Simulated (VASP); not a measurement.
# ZnS (P6_3mc) in VASP: further runs

Runs on ZnS. Level: PBE. Tasks: single point.

Everything below comes from runs of VASP 6.6.1. Logs are shortened: lines on timing, memory, paths and dates and some standing lists are left out, and cuts for length are marked.

## (1) The cell of the first run

The structure is hexagonal, space group P6_3mc (No. 186). The conventional cell has a = 3.666 Å, b = 3.666 Å, c = 12.750 Å, α = 90.00°, β = 90.00°, γ = 120.00°. Zn (site symmetry 3m) has 4 S at 2.26 to 2.39 Å within 3.0 Å. Within 3.0 Å of Zn (site symmetry 3m) lie 4 S at 2.26 to 2.39 Å. Within 3.0 Å of S (site symmetry 3m) lie 4 Zn at 2.26 to 2.39 Å. S (site symmetry 3m) has 4 Zn at 2.26 to 2.39 Å within 3.0 Å.

## (2) Single point, PBE (volume 18.552 Å^3 an atom, c/a of the conventional cell 3.4776)

The input, INCAR:

```
SYSTEM = ZnS
PREC = Accurate ; ENCUT = 520
EDIFF = 1E-6 ; ISMEAR = 0
SIGMA = 0.05 ; LREAL = .False.
LASPH = .True. ; NELM = 60
ALGO = Normal ; ISIF = 2
LWAVE = .False. ; LCHARG = .False.
GGA = PE ; NBANDS = 46
```

The input, KPOINTS:

```
regular mesh
0
Gamma
  9 9 4
  0 0 0
```

The input, POSCAR:

```
ZnS
1.0
    3.6662619193      0.0000000000      0.0000000000
   -1.8331309596      3.1750759590      0.0000000000
    0.0000000000      0.0000000000     12.7497924505
Zn S
4 4
Direct
    0.0000000000      0.0000000000      0.0000492057
    0.0000000000      0.0000000000      0.5000492057
    0.3333333333      0.6666666667      0.2500242903
    0.6666666667      0.3333333333      0.7500242903
    0.0000000000      0.0000000000      0.1872905901
    0.0000000000      0.0000000000      0.6872905901
    0.3333333333      0.6666666667      0.4376359138
    0.6666666667      0.3333333333      0.9376359138
```

Potentials or basis: VASP PAW PBE potentials, release 64 (Zn, S).

The run is started by

```console
> cat potpaw_PBE.64/Zn/POTCAR potpaw_PBE.64/S/POTCAR > POTCAR
> mpirun -np 1 vasp_std > vasp.out
```

OUTCAR:

```text
SYSTEM = ZnS
   PREC = Accurate
   ENCUT = 520
   EDIFF = 1E-6
   ISMEAR = 0
   LREAL = .False.
   LASPH = .True.
   NELM = 60
   ISIF = 2
   GGA = PE

 ion  position               nearest neighbor table
   1  0.000  0.000  0.000-   8 2.26   8 2.26   8 2.26   5 2.39
   2  0.000  0.000  0.500-   7 2.26   7 2.26   7 2.26   6 2.39
   3  0.333  0.667  0.250-   5 2.26   5 2.26   5 2.26   7 2.39
   4  0.667  0.333  0.750-   6 2.26   6 2.26   6 2.26   8 2.39
   5  0.000  0.000  0.187-   3 2.26   3 2.26   3 2.26   1 2.39
   6  0.000  0.000  0.687-   4 2.26   4 2.26   4 2.26   2 2.39
   7  0.333  0.667  0.438-   2 2.26   2 2.26   2 2.26   3 2.39
   8  0.667  0.333  0.938-   1 2.26   1 2.26   1 2.26   4 2.39

  LATTYP: Found a hexagonal cell.
 ALAT       =     3.6662619193
 C/A-ratio  =     3.4776000000

  Lattice vectors:

 A1 = (   3.6662619193,   0.0000000000,   0.0000000000)
 A2 = (  -1.8331309596,   3.1750759590,   0.0000000000)
 A3 = (   0.0000000000,   0.0000000000,  12.7497924505)

Analysis of symmetry for initial positions (statically):
=====================================================================
 Subroutine PRICEL returns:
 Original cell was already a primitive cell.

 Routine SETGRP: Setting up the symmetry group for a
 hexagonal supercell.

 Subroutine GETGRP returns: Found 12 space group operations
 (whereof  6 operations were pure point group operations)
 out of a pool of 24 trial point group operations.

The static configuration has the point symmetry C_3v.
 The point group associated with its full space group is C_6v.

Analysis of symmetry for dynamics (positions and initial velocities):
=====================================================================
 Subroutine PRICEL returns:
 Original cell was already a primitive cell.

 Routine SETGRP: Setting up the symmetry group for a
 hexagonal supercell.

 Subroutine GETGRP returns: Found 12 space group operations
 (whereof  6 operations were pure point group operations)
 out of a pool of 24 trial point group operations.

The dynamic configuration has the point symmetry C_3v.
 The point group associated with its full space group is C_6v.

 Subroutine INISYM returns: Found 12 space group operations
 (whereof  6 operations are pure point group operations),
 and found     1 'primitive' translations

----------------------------------------------------------------------------------------

                                     Primitive cell

  volume of cell :     148.4160

  direct lattice vectors                    reciprocal lattice vectors
     3.666261919  0.000000000  0.000000000     0.272757381  0.157476547  0.000000000
    -1.833130960  3.175075959  0.000000000     0.000000000  0.314953095  0.000000000
     0.000000000  0.000000000 12.749792450     0.000000000  0.000000000  0.078432649

  length of vectors
     3.666261919  3.666261919 12.749792450     0.314953095  0.314953095  0.078432649

  position of ions in fractional coordinates (direct lattice)
     0.000000000  0.000000000  0.000049206
     0.000000000  0.000000000  0.500049206
     0.333333333  0.666666667  0.250024290
     0.666666667  0.333333333  0.750024290
     0.000000000  0.000000000  0.187290590
     0.000000000  0.000000000  0.687290590
     0.333333333  0.666666667  0.437635914
     0.666666667  0.333333333  0.937635914

  ion indices of the primitive-cell ions
   primitive index   ion index
                 1           1
                 2           2
                 3           3
                 4           4
                 5           5
                 6           6
                 7           7
                 8           8

----------------------------------------------------------------------------------------

 KPOINTS: regular mesh

Automatic generation of k-mesh.
 Grid dimensions read from file:
 generate k-points for:    9    9    4

 Generating k-lattice:

  Cartesian coordinates                     Fractional coordinates (reciprocal lattice)
     0.030306376  0.017497394  0.000000000     0.111111111  0.000000000  0.000000000
     0.000000000  0.034994788  0.000000000     0.000000000  0.111111111  0.000000000
     0.000000000  0.000000000  0.019608162     0.000000000  0.000000000  0.250000000

  Length of vectors
     0.034994788  0.034994788  0.019608162

  Shift w.r.t. Gamma in fractional coordinates (k-lattice)
     0.000000000  0.000000000  0.000000000

 Subroutine IBZKPT returns following result:
 ===========================================

 Found     36 irreducible k-points:

 Following reciprocal coordinates:
            Coordinates               Weight
  0.000000  0.000000  0.000000      1.000000
  0.111111 -0.000000  0.000000      6.000000
  0.222222  0.000000  0.000000      6.000000
  0.333333 -0.000000  0.000000      6.000000
  0.444444  0.000000  0.000000      6.000000
  0.111111  0.111111  0.000000      6.000000
[... 16 lines left out ...]
  0.333333  0.222222  0.250000     24.000000
  0.333333  0.333333  0.250000      4.000000
 [... further k-points ...]
   k-points           NKPTS =     36   k-points in BZ     NKDIM =     36   number of bands    NBANDS=     46
   number of dos      NEDOS =    301   number of ions     NIONS =      8
   total plane-waves  NPLWV =  75264
   dimension x,y,z NGX =    28 NGY =   28 NGZ =   96
   dimension x,y,z NGXF=    56 NGYF=   56 NGZF=  192
   ions per type =               4   4
   NGX,Y,Z   is equivalent  to a cutoff of  12.70, 12.70, 12.52 a.u.
   NGXF,Y,Z  is equivalent  to a cutoff of  25.39, 25.39, 25.04 a.u.
 SYSTEM =  ZnS
   PREC   = accura    normal or accurate (medium, high low for compatibility)
   ISTART =      0    job   : 0-new  1-cont  2-samecut
   ICHARG =      2    charge: 1-file 2-atom 10-const
   ISPIN  =      1    spin polarized calculation?
   LNONCOLLINEAR =      F non collinear calculations
   LSORBIT =      F    spin-orbit coupling
   LASPH  =      T    aspherical Exc in radial PAW
   ENCUT  =  520.0 eV  38.22 Ry    6.18 a.u.   6.82  6.82 23.71*2*pi/ulx,y,z
   NELM   =     60;   NELMIN=  2; NELMDL= -5     # of ELM steps
   EDIFF  = 0.1E-05   stopping-criterion for ELM
   LREAL  =      F    real-space projection
   EDIFFG = 0.1E-04   stopping-criterion for IOM
   NSW    =      0    number of steps for IOM
   IBRION =     -1    ionic relax: 0-MD 1-quasi-New 2-CG
   NFREE  =      0    steps in history (QN), initial steepest desc. (CG)
   ISIF   =      2    stress and relaxation
   ISYM   =      2    0-nonsym 1-usesym 2-fastsym
   POTIM  = 0.5000    time-step for ionic-motion
   TEBEG  =    0.0;   TEEND  =   0.0 temperature during run
   PSTRESS=    0.0 pullay stress
   NELECT =      72.0000    total number of electrons
   NUPDOWN=      -1.0000    fix difference up-down
   EMIN   =  10.00;   EMAX   =-10.00  energy-range for DOS
   EFERMI =   0.00;   METHOD = LEGACY
   ISMEAR =     0;   SIGMA  =   0.05  broadening in eV -4-tet -1-fermi 0-gaus
   EFERMI_NEDOS =   21; number of points for ismear=-14 and -15
   IALGO  =     38    algorithm
   IMIX   =      4    mixing-type and parameters
     AMIX     =   0.40;   BMIX     =  1.00
     AMIX_MAG =   1.60;   BMIX_MAG =  1.00
  volume/ion in A,a.u.               =      18.55       125.20
  Fermi-wavevector in a.u.,A,eV,Ry     =   1.286349  2.430847 22.513469  1.654693
  Thomas-Fermi vector in A             =   2.418429
   LORBIT       =      0    0 simple, 1 ext, 2 COOP (PROOUT), +10 PAW based schemes
   GGA     = PE    functional components
   LHFCALC =     F    Hartree Fock is set to
   AEXX    =    0.0000 exact exchange contribution
   IVDW    =     0    specifies the selected vdW correction
   LEPSILON=     F    determine dielectric tensor
   LRPA    =     F    only Hartree local field effects (RPA)
 non-spin polarized calculation
 Gauss-broadening in eV      SIGMA  =   0.05
  energy-cutoff  :      520.00
  volume of cell :      148.42
 maximum number of plane-waves:      4018
 NGX is ok and might be reduce to    28
   NGX = 13   NGY = 13   NGZ = 47

 number of electron      72.0000032 magnetization

 Free energy of the ion-electron system (eV)
  ---------------------------------------------------
  ext. energy  EPLUGINS =         0.00000000
  ---------------------------------------------------
  free energy    TOTEN  =       -26.93321359 eV

  energy without entropy =      -26.93321359  energy(sigma->0) =      -26.93321359

 E-fermi :   3.0588     XC(G=0):  -9.9198

 val. band max:        2.8039618647   @ k =   0.0000   0.0000   0.0000
 cond. band min:       5.0367151900   @ k =   0.0000   0.0000   0.0000
 fundamental gap:      2.2327533252
 Fermi energy:         3.0588406943

 k-point     1 :       0.0000    0.0000    0.0000
  band No.  band energies     occupation
      1     -10.9012      2.00000
      2     -10.4950      2.00000
      3     -10.4927      2.00000
      4     -10.0062      2.00000
      5      -3.9210      2.00000
      6      -3.9210      2.00000
[... 38 lines left out ...]
     45       9.4151      0.00000
     46       9.6124      0.00000

 k-point     2 :       0.1111   -0.0000    0.0000
  band No.  band energies     occupation
      1     -10.8028      2.00000
      2     -10.4097      2.00000
      3     -10.4074      2.00000
      4      -9.9412      2.00000
      5      -3.9344      2.00000
      6      -3.9126      2.00000
[... 38 lines left out ...]
     45       9.5670      0.00000
     46       9.6734      0.00000

 k-point     3 :       0.2222    0.0000    0.0000
  band No.  band energies     occupation
      1     -10.5315      2.00000
      2     -10.1805      2.00000
      3     -10.1780      2.00000
      4      -9.7750      2.00000
      5      -3.9672      2.00000
      6      -3.9396      2.00000
[... 1018 lines left out ...]
     45       9.9283      0.00000
     46      10.2996      0.00000

 k-point    24 :       0.3333    0.3333    0.2500
  band No.  band energies     occupation
      1      -9.5520      2.00000
      2      -9.5434      2.00000
      3      -9.5422      2.00000
      4      -9.5422      2.00000
      5      -3.8450      2.00000
      6      -3.8450      2.00000
[... 38 lines left out ...]
     45      10.6458      0.00000
     46      10.6565      0.00000

 [... further k-points ...]
[... 5 lines left out ...]
  --------------------------------------------------------------------------------------
  -------------------------------------------------------------------------------------
  Total       10.1373975     10.1373975      1.0674347      0.0000000      0.0000000      0.0000000
  in kB      109.4350238    109.4350238     11.5231495      0.0000000      0.0000000      0.0000000
  external PRESSURE =      76.7977324 kB  Pullay stress =       0.0000000 kB

 VOLUME and BASIS-vectors are now :
 -----------------------------------------------------------------------------
  energy-cutoff  :      520.00
  volume of cell :      148.42
      direct lattice vectors                 reciprocal lattice vectors
     3.666261919  0.000000000  0.000000000     0.272757381  0.157476547  0.000000000
    -1.833130960  3.175075959  0.000000000     0.000000000  0.314953095  0.000000000
     0.000000000  0.000000000 12.749792450     0.000000000  0.000000000  0.078432649

 POSITION                                       TOTAL-FORCE (eV/Angst)
 -----------------------------------------------------------------------------------
      0.00000      0.00000      0.00063        -0.000000      0.000000      0.487798
      0.00000      0.00000      6.37552        -0.000000     -0.000000      0.487798
     -0.00000      2.11672      3.18776         0.000000     -0.000000      0.472636
      1.83313      1.05836      9.56265        -0.000000      0.000000      0.472636
      0.00000      0.00000      2.38792         0.000000     -0.000000     -0.474595
      0.00000      0.00000      8.76281        -0.000000     -0.000000     -0.474595
     -0.00000      2.11672      5.57977         0.000000     -0.000000     -0.485839
      1.83313      1.05836     11.95466        -0.000000     -0.000000     -0.485839
 -----------------------------------------------------------------------------------
    total drift:                               -0.000001     -0.000001     -0.001466

  FREE ENERGIE OF THE ION-ELECTRON SYSTEM (eV)
  ---------------------------------------------------
  free  energy   TOTEN  =       -26.9332135882 eV

  energy  without entropy=      -26.9332135882  energy(sigma->0) =      -26.93321359
```

Wall time 4.3 min (1 thread of Intel Xeon 6975P-C, shared host); peak memory 0.37 GiB.

What came out:

* Free energy: -26.9332 eV
* Pressure: 7.7 GPa
* Largest force: 0.488 eV/Å
* Band gap on the k mesh: 2.23 eV, direct

Forces on the atoms (eV/Å):
```
Zn   0.000  0.000  0.488
Zn   0.000  0.000  0.488
Zn   0.000  0.000  0.473
Zn   0.000  0.000  0.473
S    0.000  0.000 -0.475
S    0.000  0.000 -0.475
S    0.000  0.000 -0.486
S    0.000  0.000 -0.486
```

Stress tensor (GPa, compression positive):
```
10.94  0.00  0.00
 0.00 10.94  0.00
 0.00  0.00  1.15
```

## (3) Single point, PBE (volume 21.778 Å^3 an atom, c/a of the conventional cell 3.4776)

The input, INCAR:

```
SYSTEM = ZnS
  PREC = Accurate
  ENCUT = 520
  EDIFF = 1E-7
  ISMEAR = 0
  SIGMA = 0.05
  LREAL = .FALSE.
  LASPH = .TRUE.
  NELM = 100
  ALGO = Normal
  ISIF = 2
  LWAVE = .FALSE.
  LCHARG = .TRUE.
  GGA = PE
  LELF = .TRUE.
  LVHAR = .TRUE.
  NBANDS = 46
```

The input, KPOINTS:

```
regular mesh
0
G
  9 9 4
  0 0 0
```

POSCAR: that of step 2 with these lines changed.

```diff
@@ -2,5 +2,5 @@
 1.0
-    3.6662619193      0.0000000000      0.0000000000
-   -1.8331309596      3.1750759590      0.0000000000
-    0.0000000000      0.0000000000     12.7497924505
+    3.8675200501      0.0000000000      0.0000000000
+   -1.9337600250      3.3493706131      0.0000000000
+    0.0000000000      0.0000000000     13.4496877263
 Zn S
```

Potentials or basis: VASP PAW PBE potentials, release 64 (Zn, S).

The run is started by

```console
> cat potpaw_PBE.64/Zn/POTCAR potpaw_PBE.64/S/POTCAR > POTCAR
> mpirun -np 1 vasp_std > vasp.out
```

Run time: 4.6 min. Hardware: 1 thread of Intel Xeon 6975P-C, shared host; peak memory 0.41 GiB.

It converged, with:

| Item | Value |
| --- | --- |
| Free energy | -27.0963 eV |
| Pressure | -4.0 GPa |
| Largest force | 0.106 eV/Å |
| Band gap on the k mesh | 1.61 eV, direct |

Forces in eV/Å, atoms in the order of the input:
```
Zn   0.000  0.000  0.105
Zn   0.000  0.000  0.105
Zn   0.000  0.000  0.098
Zn   0.000  0.000  0.098
S    0.000  0.000 -0.097
S    0.000  0.000 -0.097
S    0.000  0.000 -0.106
S    0.000  0.000 -0.106
```

Stress tensor (GPa, compression positive):
```
-2.24  0.00  0.00
 0.00 -2.24  0.00
 0.00  0.00 -7.65
```

Levels at points of the mesh, in eV from the valence-band top:
```
           k point  band 34  band 35  band 36  band 37  band 38  band 39
(0.00, 0.00, 0.00)    -0.25     0.00     0.00     1.61     3.24     3.29
(0.00, 0.00, 0.50)    -0.10    -0.10    -0.10     2.52     2.52     3.35
```

 A k mesh can miss the band edges.

[end of part 1 of 2]
